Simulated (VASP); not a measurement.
Input of a VASP 6.6.1 run:

INCAR

```
SYSTEM = SiC
ALGO = Normal ; EDIFF = 1E-6
ENCUT = 600 ; GGA = PS
GGA_COMPAT = .False. ; ISIF = 2
ISMEAR = 0 ; LASPH = .True.
LCHARG = .False. ; LREAL = .False.
LWAVE = .False. ; NBANDS = 11
NELM = 120 ; PREC = Accurate
SIGMA = 0.01
```

KPOINTS

```
k-points
0
Gamma
  10 10 10
  0 0 0
```

The input POSCAR:

```
SiC
1.0
    0.0000000000      2.1842326346      2.1566458813
    2.1842326346      0.0000000000      2.1566458813
    2.1842326346      2.1842326346      0.0000000000
Si C
1 1
Direct
    0.0000000000      0.0000000000      0.0000000000
    0.2500000000      0.2500000000      0.2500000000
```

Potentials or basis: VASP PAW PBE potentials, release 64 (Si, C).

Launch:

```sh
$ cat potpaw_PBE.64/Si/POTCAR potpaw_PBE.64/C/POTCAR > POTCAR
$ mpirun -np 1 vasp_std > vasp.out
```

Predict the pressure.

1.3 GPa.

What does it give for the band gap on the k mesh?

1.10 eV (least direct gap 4.43 eV).

Stress tensor (GPa, compression positive):
```
0.23 0.00 0.00
0.00 0.23 0.00
0.00 0.00 3.35
```

Caveat: the PAW data sets were made with another functional, which shifts forces and pressure a little. A k mesh can miss the band edges.
